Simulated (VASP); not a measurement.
# Si3N4 (P6_3/m) in VASP: relaxation of the atoms with PBE

Aim: the relaxation of the atoms of Si3N4 with PBE.

Everything below comes from runs of VASP 6.6.1. Logs are shortened: lines on timing, memory, paths and dates and some standing lists are left out, and cuts for length are marked.

## Step 1: The cell of the first run

Symmetry: P6_3/m, No. 176, hexagonal system. Conventional cell: a = 7.614 Å, b = 7.614 Å, c = 2.912 Å, α = 90.00°, β = 90.00°, γ = 120.00°. Si (site symmetry m) has 4 N at 1.72 to 1.75 Å within 2.3 Å. N (site symmetry -6) has 3 Si at 1.72 Å within 2.3 Å. Within 2.3 Å of N (site symmetry m) lie 3 Si at 1.72 to 1.75 Å.

## Step 2: Relaxation of the atoms, PBE

File INCAR:

```
SYSTEM = Si3N4
PREC = Accurate
ENCUT = 520
EDIFF = 1E-7
ISMEAR = -1
SIGMA = 0.02
LREAL = .False.
LASPH = .True.
NELM = 80
ALGO = Normal
ISIF = 2
LWAVE = .False.
LCHARG = .False.
GGA = PE
IBRION = 2
NSW = 80
EDIFFG = -0.02
KPAR = 2
```

File KPOINTS:

```
Automatic mesh
0
Gamma
  4 4 9
  0 0 0
```

File POSCAR:

```
Si3N4
1.0
    7.6140000000      0.0000000000      0.0000000000
   -3.8070000000      6.5939174244      0.0000000000
    0.0000000000      0.0000000000      2.9123000000
Si N
6 8
Direct
    0.1799000000      0.7733000000      0.2500000000
    0.4066000000      0.1799000000      0.7500000000
    0.2267000000      0.4066000000      0.2500000000
    0.8201000000      0.2267000000      0.7500000000
    0.5934000000      0.8201000000      0.2500000000
    0.7733000000      0.5934000000      0.7500000000
    0.3333333333      0.6666666667      0.2500000000
    0.6666666667      0.3333333333      0.7500000000
    0.3356000000      0.0330000000      0.2500000000
    0.3026000000      0.3356000000      0.7500000000
    0.9670000000      0.3026000000      0.2500000000
    0.6644000000      0.9670000000      0.7500000000
    0.6974000000      0.6644000000      0.2500000000
    0.0330000000      0.6974000000      0.7500000000
```

Potentials or basis: VASP PAW PBE potentials, release 64 (Si, N).

Run with:

```console
cat potpaw_PBE.64/Si/POTCAR potpaw_PBE.64/N/POTCAR > POTCAR
mpirun -np 2 vasp_std > vasp.out
```

OUTCAR:

```text
SYSTEM = Si3N4
   PREC = Accurate
   ENCUT = 520
   EDIFF = 1E-7
   ISMEAR = -1
   LREAL = .False.
   LASPH = .True.
   NELM = 80
   ISIF = 2
   GGA = PE
   IBRION = 2
   NSW = 80
   EDIFFG = -0.02

 ion  position               nearest neighbor table
   1  0.180  0.773  0.250-   9 1.72   7 1.72  14 1.75  14 1.75   3 2.99   5 2.99   2 3.06   2 3.06
                             6 3.06   6 3.06
   2  0.407  0.180  0.750-  10 1.72   8 1.72   9 1.75   9 1.75   6 2.99   4 2.99   1 3.06   1 3.06
                             3 3.06   3 3.06
   3  0.227  0.407  0.250-  11 1.72   7 1.72  10 1.75  10 1.75   5 2.99   1 2.99   2 3.06   2 3.06
                             4 3.06   4 3.06
   4  0.820  0.227  0.750-  12 1.72   8 1.72  11 1.75  11 1.75   6 2.99   2 2.99   5 3.06   5 3.06
                             3 3.06   3 3.06
   5  0.593  0.820  0.250-  13 1.72   7 1.72  12 1.75  12 1.75   3 2.99   1 2.99   4 3.06   4 3.06
                             6 3.06   6 3.06
   6  0.773  0.593  0.750-  14 1.72   8 1.72  13 1.75  13 1.75   2 2.99   4 2.99   5 3.06   5 3.06
                             1 3.06   1 3.06
   7  0.333  0.667  0.250-   1 1.72   5 1.72   3 1.72
   8  0.667  0.333  0.750-   4 1.72   2 1.72   6 1.72
   9  0.336  0.033  0.250-   1 1.72   2 1.75   2 1.75
  10  0.303  0.336  0.750-   2 1.72   3 1.75   3 1.75
  11  0.967  0.303  0.250-   3 1.72   4 1.75   4 1.75
  12  0.664  0.967  0.750-   4 1.72   5 1.75   5 1.75
  13  0.697  0.664  0.250-   5 1.72   6 1.75   6 1.75
  14  0.033  0.697  0.750-   6 1.72   1 1.75   1 1.75

  LATTYP: Found a hexagonal cell.
 ALAT       =     7.6140000000
 C/A-ratio  =     0.3824927765

  Lattice vectors:

 A1 = (   7.6140000000,   0.0000000000,   0.0000000000)
 A2 = (  -3.8070000000,   6.5939174244,   0.0000000000)
 A3 = (   0.0000000000,   0.0000000000,   2.9123000000)

Analysis of symmetry for initial positions (statically):
=====================================================================
 Subroutine PRICEL returns:
 Original cell was already a primitive cell.

 Routine SETGRP: Setting up the symmetry group for a
 hexagonal supercell.

 Subroutine GETGRP returns: Found 12 space group operations
 (whereof  6 operations were pure point group operations)
 out of a pool of 24 trial point group operations.

The static configuration has the point symmetry S_6 .
 The point group associated with its full space group is C_6h.

Analysis of symmetry for dynamics (positions and initial velocities):
=====================================================================
 Subroutine PRICEL returns:
 Original cell was already a primitive cell.

 Routine SETGRP: Setting up the symmetry group for a
 hexagonal supercell.

 Subroutine GETGRP returns: Found 12 space group operations
 (whereof  6 operations were pure point group operations)
 out of a pool of 24 trial point group operations.

The dynamic configuration has the point symmetry S_6 .
 The point group associated with its full space group is C_6h.

 Subroutine INISYM returns: Found 12 space group operations
 (whereof  6 operations are pure point group operations),
 and found     1 'primitive' translations

----------------------------------------------------------------------------------------

                                     Primitive cell

  volume of cell :     146.2152

  direct lattice vectors                    reciprocal lattice vectors
     7.614000000  0.000000000  0.000000000     0.131337011  0.075827459  0.000000000
    -3.807000000  6.593917424  0.000000000     0.000000000  0.151654917  0.000000000
     0.000000000  0.000000000  2.912300000     0.000000000  0.000000000  0.343371219

  length of vectors
     7.614000000  7.614000000  2.912300000     0.151654917  0.151654917  0.343371219

  position of ions in fractional coordinates (direct lattice)
     0.179900000  0.773300000  0.250000000
     0.406600000  0.179900000  0.750000000
     0.226700000  0.406600000  0.250000000
     0.820100000  0.226700000  0.750000000
     0.593400000  0.820100000  0.250000000
     0.773300000  0.593400000  0.750000000
     0.333333333  0.666666667  0.250000000
     0.666666667  0.333333333  0.750000000
     0.335600000  0.033000000  0.250000000
     0.302600000  0.335600000  0.750000000
     0.967000000  0.302600000  0.250000000
     0.664400000  0.967000000  0.750000000
     0.697400000  0.664400000  0.250000000
     0.033000000  0.697400000  0.750000000

  ion indices of the primitive-cell ions
   primitive index   ion index
                 1           1
                 2           2
                 3           3
                 4           4
                 5           5
                 6           6
                 7           7
                 8           8
                 9           9
                10          10
                11          11
                12          12
                13          13
                14          14

----------------------------------------------------------------------------------------

 KPOINTS: Automatic mesh

Automatic generation of k-mesh.
 Grid dimensions read from file:
 generate k-points for:    4    4    9

 Generating k-lattice:

  Cartesian coordinates                     Fractional coordinates (reciprocal lattice)
     0.032834253  0.018956865  0.000000000     0.250000000  0.000000000  0.000000000
     0.000000000  0.037913729  0.000000000     0.000000000  0.250000000  0.000000000
     0.000000000  0.000000000  0.038152358     0.000000000  0.000000000  0.111111111

  Length of vectors
     0.037913729  0.037913729  0.038152358

  Shift w.r.t. Gamma in fractional coordinates (k-lattice)
     0.000000000  0.000000000  0.000000000

 Subroutine IBZKPT returns following result:
 ===========================================

 Found     20 irreducible k-points:

 Following reciprocal coordinates:
            Coordinates               Weight
  0.000000  0.000000  0.000000      1.000000
  0.250000 -0.000000  0.000000      6.000000
  0.500000 -0.000000  0.000000      3.000000
  0.250000  0.250000  0.000000      6.000000
  0.000000  0.000000  0.111111      2.000000
  0.250000 -0.000000  0.111111     12.000000
[... 12 lines left out ...]
  0.500000 -0.000000  0.444444      6.000000
  0.250000  0.250000  0.444444     12.000000
   k-points           NKPTS =     20   k-points in BZ     NKDIM =     20   number of bands    NBANDS=     40
   number of dos      NEDOS =    301   number of ions     NIONS =     14
   total plane-waves  NPLWV =  86400
   dimension x,y,z NGX =    60 NGY =   60 NGZ =   24
   dimension x,y,z NGXF=   120 NGYF=  120 NGZF=   48
   ions per type =               6   8
   NGX,Y,Z   is equivalent  to a cutoff of  13.10, 13.10, 13.70 a.u.
   NGXF,Y,Z  is equivalent  to a cutoff of  26.20, 26.20, 27.40 a.u.
 SYSTEM =  Si3N4
   PREC   = accura    normal or accurate (medium, high low for compatibility)
   ISTART =      0    job   : 0-new  1-cont  2-samecut
   ICHARG =      2    charge: 1-file 2-atom 10-const
   ISPIN  =      1    spin polarized calculation?
   LNONCOLLINEAR =      F non collinear calculations
   LSORBIT =      F    spin-orbit coupling
   LASPH  =      T    aspherical Exc in radial PAW
   ENCUT  =  520.0 eV  38.22 Ry    6.18 a.u.  14.16 14.16  5.41*2*pi/ulx,y,z
   NELM   =     80;   NELMIN=  2; NELMDL= -5     # of ELM steps
   EDIFF  = 0.1E-06   stopping-criterion for ELM
   LREAL  =      F    real-space projection
   EDIFFG = -.2E-01   stopping-criterion for IOM
   NSW    =     80    number of steps for IOM
   IBRION =      2    ionic relax: 0-MD 1-quasi-New 2-CG
   NFREE  =      1    steps in history (QN), initial steepest desc. (CG)
   ISIF   =      2    stress and relaxation
   ISYM   =      2    0-nonsym 1-usesym 2-fastsym
   POTIM  = 0.5000    time-step for ionic-motion
   TEBEG  =    0.0;   TEEND  =   0.0 temperature during run
   PSTRESS=    0.0 pullay stress
   NELECT =      64.0000    total number of electrons
   NUPDOWN=      -1.0000    fix difference up-down
   EMIN   =  10.00;   EMAX   =-10.00  energy-range for DOS
   EFERMI =   0.00;   METHOD = LEGACY
   ISMEAR =    -1;   SIGMA  =   0.02  broadening in eV -4-tet -1-fermi 0-gaus
   EFERMI_NEDOS =   21; number of points for ismear=-14 and -15
   IALGO  =     38    algorithm
   IMIX   =      4    mixing-type and parameters
     AMIX     =   0.40;   BMIX     =  1.00
     AMIX_MAG =   1.60;   BMIX_MAG =  1.00
  volume/ion in A,a.u.               =      10.44        70.48
  Fermi-wavevector in a.u.,A,eV,Ry     =   1.242999  2.348927 21.021622  1.545046
  Thomas-Fermi vector in A             =   2.377329
   LORBIT       =      0    0 simple, 1 ext, 2 COOP (PROOUT), +10 PAW based schemes
   GGA     = PE    functional components
   LHFCALC =     F    Hartree Fock is set to
   AEXX    =    0.0000 exact exchange contribution
   IVDW    =     0    specifies the selected vdW correction
   LEPSILON=     F    determine dielectric tensor
   LRPA    =     F    only Hartree local field effects (RPA)
 conjugate gradient relaxation of ions
 non-spin polarized calculation
  energy-cutoff  :      520.00
  volume of cell :      146.22
 maximum number of plane-waves:      3971
 NGX is ok and might be reduce to    60
   NGX = 29   NGY = 29   NGZ = 11

--------------------------------------- Ionic step        1  -------------------------------------------

 number of electron      63.9999992 magnetization

 Free energy of the ion-electron system (eV)
  ---------------------------------------------------
  ext. energy  EPLUGINS =         0.00000000
  ---------------------------------------------------
  free energy    TOTEN  =      -114.41932338 eV

  energy without entropy =     -114.41932338  energy(sigma->0) =     -114.41932338

------------------------ aborting loop because EDIFF is reached ----------------------------------------

  FORCE on cell =-STRESS in cart. coord.  units (eV):
  Direction    XX          YY          ZZ          XY          YZ          ZX
  --------------------------------------------------------------------------------------
  -------------------------------------------------------------------------------------
  Total        5.0726351      5.0726351      2.1519687      0.0000001      0.0000000      0.0000000
  in kB       55.5842454     55.5842454     23.5805566      0.0000009      0.0000000      0.0000000
  external PRESSURE =      44.9163491 kB  Pullay stress =       0.0000000 kB
[... 125 lines left out ...]
  FREE ENERGIE OF THE ION-ELECTRON SYSTEM (eV)
  ---------------------------------------------------
  free  energy   TOTEN  =      -114.4679437314 eV

  energy  without entropy=     -114.4679437314  energy(sigma->0) =     -114.46794373

[... ionic steps 4 to 8 ...]

--------------------------------------- Ionic step        9  -------------------------------------------

 number of electron      63.9999993 magnetization

------------------------ aborting loop because EDIFF is reached ----------------------------------------

  FORCE on cell =-STRESS in cart. coord.  units (eV):
  Direction    XX          YY          ZZ          XY          YZ          ZX
  --------------------------------------------------------------------------------------
  -------------------------------------------------------------------------------------
  Total        3.8726266      3.8726266      3.5258662      0.0000001      0.0000000      0.0000000
  in kB       42.4349521     42.4349521     38.6352674      0.0000006      0.0000000      0.0000000
  external PRESSURE =      41.1683906 kB  Pullay stress =       0.0000000 kB
[... 81 lines left out ...]
  energy  without entropy=     -114.5097415586  energy(sigma->0) =     -114.50974156

--------------------------------------- Ionic step       11  -------------------------------------------

 number of electron      63.9999992 magnetization

 Free energy of the ion-electron system (eV)
  ---------------------------------------------------
  ext. energy  EPLUGINS =         0.00000000
  ---------------------------------------------------
  free energy    TOTEN  =      -114.51205652 eV

  energy without entropy =     -114.51205652  energy(sigma->0) =     -114.51205652

 E-fermi :   7.1545     XC(G=0): -10.7886

 val. band max:        6.7007379503   @ k =   0.0000   0.0000   0.2222
 cond. band min:      11.0171564098   @ k =   0.0000   0.0000   0.0000
 fundamental gap:      4.3164184595
 Fermi energy:         7.1544853668

 k-point     1 :       0.0000    0.0000    0.0000
  band No.  band energies     occupation
      1     -11.4690      2.00000
      2     -10.0139      2.00000
      3     -10.0139      2.00000
      4      -9.3726      2.00000
      5      -9.2431      2.00000
      6      -9.2431      2.00000
[... 890 lines left out ...]
  FREE ENERGIE OF THE ION-ELECTRON SYSTEM (eV)
  ---------------------------------------------------
  free  energy   TOTEN  =      -114.5120565217 eV

  energy  without entropy=     -114.5120565217  energy(sigma->0) =     -114.51205652

 reached required accuracy - stopping structural energy minimisation
```

It took 5.8 min on 2 MPI ranks of Intel Xeon Platinum 8488C (Sapphire Rapids), shared host; peak memory 0.32 GiB.

What came out:

- Free energy: -114.5121 eV
- Energy gained by relaxing: 6.6 meV/atom
- Ionic steps: 11
- Pressure after relaxing: 4.0 GPa
- Largest force after relaxing: 0.006 eV/Å
- Band gap on the k mesh: 4.32 eV (least direct gap 4.49 eV)

Forces on the atoms (eV/Å):
```
Si   0.002 -0.006  0.000
Si   0.006 -0.001  0.000
Si   0.004  0.005  0.000
Si  -0.002  0.006  0.000
Si  -0.006  0.001  0.000
Si  -0.004 -0.005  0.000
N    0.000  0.000  0.000
N    0.000  0.000  0.000
N   -0.004  0.003  0.000
N   -0.005 -0.002  0.000
N   -0.001 -0.006  0.000
N    0.004 -0.003  0.000
N    0.005  0.002  0.000
N    0.001  0.006  0.000
```

Stress tensor (GPa, compression positive):
```
4.18 0.00 0.00
0.00 4.18 0.00
0.00 0.00 3.70
```

Step by step:
| step | energy change (eV) | largest force (eV/Å) | pressure (GPa) |
| --- | --- | --- | --- |
| 1 | 0.0000 | 0.5443 | 4.49 |
| 2 | -0.0234 | 0.7985 | 4.59 |
| 3 | -0.0486 | 0.4447 | 4.48 |
| 4 | -0.0817 | 0.1728 | 4.38 |
| 5 | -0.0836 | 0.2178 | 4.36 |
| 6 | -0.0841 | 0.2582 | 4.27 |
| 7 | -0.0874 | 0.0625 | 4.30 |
| 8 | -0.0890 | 0.0529 | 4.26 |
| 9 | -0.0921 | 0.0247 | 4.12 |
| 10 | -0.0904 | 0.0462 | 3.83 |
| 11 | -0.0927 | 0.0061 | 4.02 |

Final structure:
```
Si N
1.0
     7.61400    0.00000    0.00000
    -3.80700    6.59392    0.00000
     0.00000    0.00000    2.91230
Si N
6 8
Direct
  0.17405 0.76796 0.25000
  0.40609 0.17405 0.75000
  0.23204 0.40609 0.25000
  0.82595 0.23204 0.75000
  0.59391 0.82595 0.25000
  0.76796 0.59391 0.75000
  0.33333 0.66667 0.25000
  0.66667 0.33333 0.75000
  0.32980 0.02997 0.25000
  0.29983 0.32980 0.75000
  0.97003 0.29983 0.25000
  0.67020 0.97003 0.75000
  0.70017 0.67020 0.25000
  0.02997 0.70017 0.75000
```

Levels at points of the mesh, in eV from the valence-band top:
```tsv
k point	band 30	band 31	band 32	band 33	band 34	band 35
(0.00, 0.00, 0.00)	-0.44	-0.36	-0.18	4.32	4.75	4.89
(0.50, 0.00, 0.00)	-0.75	-0.31	-0.23	4.62	4.71	4.86
```
